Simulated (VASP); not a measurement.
# Si (Fd-3m) in VASP: a series of runs, part 2 of 2

VASP 6.6.1. Earlier steps stand in the parts before.

**3. Single point, PBE**

This run uses another cell than the first one, of 15.74 Å³/atom.

INCAR

```
SYSTEM = Si
PREC     = Accurate       ! precision mode
ENCUT    = 500            ! plane-wave cutoff, eV
EDIFF    = 1E-6           ! SCF threshold, eV
ISMEAR   = 1              ! smearing method
SIGMA    = 0.05           ! smearing width, eV
LREAL    = .False.        ! projectors in reciprocal space
LASPH    = .True.         ! aspherical terms in the spheres
NELM     = 120            ! most SCF steps
ALGO     = Normal         ! electronic algorithm
ISIF     = 2              ! what is computed and relaxed
LWAVE    = .False.        ! write WAVECAR
LCHARG   = .False.        ! write CHGCAR
GGA      = PE             ! functional
NBANDS   = 11             ! bands
GGA_COMPAT= .False.
```

KPOINTS

```
Automatic mesh
0
Gamma
  15 15 15
  0 0 0
```

POSCAR

```
Si
1.0
    0.0000000000      2.5062349818      2.5062349818
    2.5062349818      0.0000000000      2.5062349818
    2.5062349818      2.5062349818      0.0000000000
Si
2
Direct
    1.0000000000      1.0000000000      1.0000000000
    0.2500000000      0.2500000000      0.2500000000
```

Potentials or basis: VASP PAW PBE potentials, release 64 (Si).

Run with:

```
$ cat potpaw_PBE.64/Si/POTCAR > POTCAR
$ mpirun -np 1 vasp_std > vasp.out
```

OUTCAR:

```text
SYSTEM = Si
   PREC = Accurate
   ENCUT = 500
   EDIFF = 1E-6
   ISMEAR = 1
   LREAL = .False.
   LASPH = .True.
   NELM = 120
   ISIF = 2
   GGA = PE

 ion  position               nearest neighbor table
   1  0.000  0.000  0.000-   2 2.17   2 2.17   2 2.17   2 2.17
   2  0.250  0.250  0.250-   1 2.17   1 2.17   1 2.17   1 2.17

  LATTYP: Found a face centered cubic cell.
 ALAT       =     5.0124699636

  Lattice vectors:

 A1 = (   0.0000000000,   2.5062349818,   2.5062349818)
[... 524 lines left out ...]

------------------------ aborting loop because EDIFF is reached ----------------------------------------

  FORCE on cell =-STRESS in cart. coord.  units (eV):
  Direction    XX          YY          ZZ          XY          YZ          ZX
  --------------------------------------------------------------------------------------
  -------------------------------------------------------------------------------------
  Total        7.8393002      7.8393002      7.8393002      0.0000000     -0.0000000      0.0000000
  in kB      398.9261621    398.9261621    398.9261621      0.0000000     -0.0000000      0.0000000
  external PRESSURE =     398.9261621 kB  Pullay stress =       0.0000000 kB

 VOLUME and BASIS-vectors are now :
 -----------------------------------------------------------------------------
  energy-cutoff  :      500.00
  volume of cell :       31.48
      direct lattice vectors                 reciprocal lattice vectors
     0.000000000  2.506234982  2.506234982    -0.199502442  0.199502442  0.199502442
     2.506234982  0.000000000  2.506234982     0.199502442 -0.199502442  0.199502442
     2.506234982  2.506234982  0.000000000     0.199502442  0.199502442 -0.199502442

 POSITION                                       TOTAL-FORCE (eV/Angst)
 -----------------------------------------------------------------------------------
      0.00000      0.00000      0.00000        -0.000000     -0.000000     -0.000000
      1.25312      1.25312      1.25312         0.000000      0.000000      0.000000
 -----------------------------------------------------------------------------------
    total drift:                                0.000000      0.000000     -0.000000

  FREE ENERGIE OF THE ION-ELECTRON SYSTEM (eV)
  ---------------------------------------------------
  free  energy   TOTEN  =        -9.9108325711 eV

  energy  without entropy=       -9.9108404300  energy(sigma->0) =       -9.91083519
```

OSZICAR:

```text
N       E                     dE             d eps       ncg     rms          rms(c)
DAV:   1     0.717291509618E+01    0.71729E+01   -0.33437E+03  2640   0.562E+02
DAV:   2    -0.976091814255E+01   -0.16934E+02   -0.16090E+02  3532   0.876E+01
DAV:   3    -0.102680577622E+02   -0.50714E+00   -0.50568E+00  3395   0.125E+01
DAV:   4    -0.102711728022E+02   -0.31150E-02   -0.31147E-02  3128   0.123E+00
DAV:   5    -0.102711953466E+02   -0.22544E-04   -0.22544E-04  3382   0.976E-02    0.664E+00
DAV:   6    -0.100123894335E+02    0.25881E+00   -0.17275E-01  2955   0.172E+00    0.414E+00
DAV:   7    -0.990977948993E+01    0.10261E+00   -0.27578E-01  3003   0.229E+00    0.536E-01
DAV:   8    -0.991069071424E+01   -0.91122E-03   -0.95761E-03  3023   0.558E-01    0.112E-01
DAV:   9    -0.991081273297E+01   -0.12202E-03   -0.13151E-04  3372   0.800E-02    0.789E-02
DAV:  10    -0.991083292490E+01   -0.20192E-04   -0.25254E-05  3077   0.285E-02    0.204E-02
DAV:  11    -0.991083257113E+01    0.35376E-06   -0.15638E-06  3162   0.653E-03
   1 F= -.99108326E+01 E0= -.99108352E+01  d E =0.785891E-05
```

stdout:

```text
POSCAR found type information on POSCAR Si
 POSCAR found :  1 types and       2 ions
 scaLAPACK will be used
 LDA part: xc-table for (Slater+PW92), standard interpolation
 POSCAR, INCAR and KPOINTS ok, starting setup
 FFT: planning ... GRIDC
 FFT: planning ... GRID_SOFT
 FFT: planning ... GRID
 WAVECAR not read
 entering main loop
```

Wall time 13 s (1 thread of Intel Xeon 6975P-C (Granite Rapids), shared host); peak memory 0.16 GiB.

What came out:

```
Free energy            : -9.9108 eV
Pressure               : 39.9 GPa
Band gap on the k mesh : 0.04 eV (least direct gap 2.62 eV)
```

Caveat: the cell stands under pressure; an odd mesh through Γ misses points on the zone boundary, where band edges can lie.

**4. Single point, PBE**

This run uses another cell than the first one, of 17.42 Å³/atom.

INCAR

```
PREC = Accurate
ENCUT = 500
EDIFF = 1E-6
ISMEAR = 1
SIGMA = 0.05
LREAL = False
LASPH = True
NELM = 120
ALGO = Normal
ISIF = 2
LWAVE = False
LCHARG = True
GGA = PE
LELF = True
LVHAR = True
NBANDS = 11
GGA_COMPAT = False
```

KPOINTS

```
regular mesh
0
Gamma
  15 15 15
```

POSCAR

```
Si
1.0
    0.0000000000      2.5924046439      2.5924046439
    2.5924046439      0.0000000000      2.5924046439
    2.5924046439      2.5924046439      0.0000000000
Si
2
Direct
    1.0000000000      1.0000000000      1.0000000000
    0.2500000000      0.2500000000      0.2500000000
```

Run with:

```
$ cat potpaw_PBE.64/Si/POTCAR > POTCAR
$ mpirun -np 1 vasp_std > vasp.out
```

Wall time 14 s (1 thread of Intel Xeon 6975P-C (Granite Rapids), shared host); peak memory 0.17 GiB.

The run converged. Its results:

```
Free energy            : -10.5227 eV
Pressure               : 19.9 GPa
Band gap on the k mesh : 0.31 eV (least direct gap 2.61 eV)
```

Levels at points of the mesh, in eV from the valence-band top:
```csv
k point,band 2,band 3,band 4,band 5,band 6,band 7
"(0.00, 0.00, 0.00)",0.00,0.00,0.00,2.61,2.61,2.61
```

Caveat: the cell stands under pressure; an odd mesh through Γ misses points on the zone boundary, where band edges can lie.

**5. The runs side by side**

```csv
cell,gap on the mesh (eV),pressure (GPa)
"a = 3.455 Å, angles 60.0°, 2 atoms",none,59.9
"a = 3.544 Å, angles 60.0°, 2 atoms",0.04,39.9
"a = 3.666 Å, angles 60.0°, 2 atoms",0.31,19.9
```

Alike in all rows: task single point; level PBE; potentials or basis VASP PAW PBE potentials, release 64 (Si); no spin polarisation; k mesh 15 × 15 × 15; cutoff (eV) 500; smearing methfessel-paxton 0.05 eV.

Caveats: the cell stands under pressure; an odd mesh through Γ misses points on the zone boundary, where band edges can lie (at least some runs); semilocal functionals underestimate gaps, so a narrow gap can read as zero (at least some runs).

Total energies depend on the potentials used, so only differences within one code and one set of settings carry meaning.
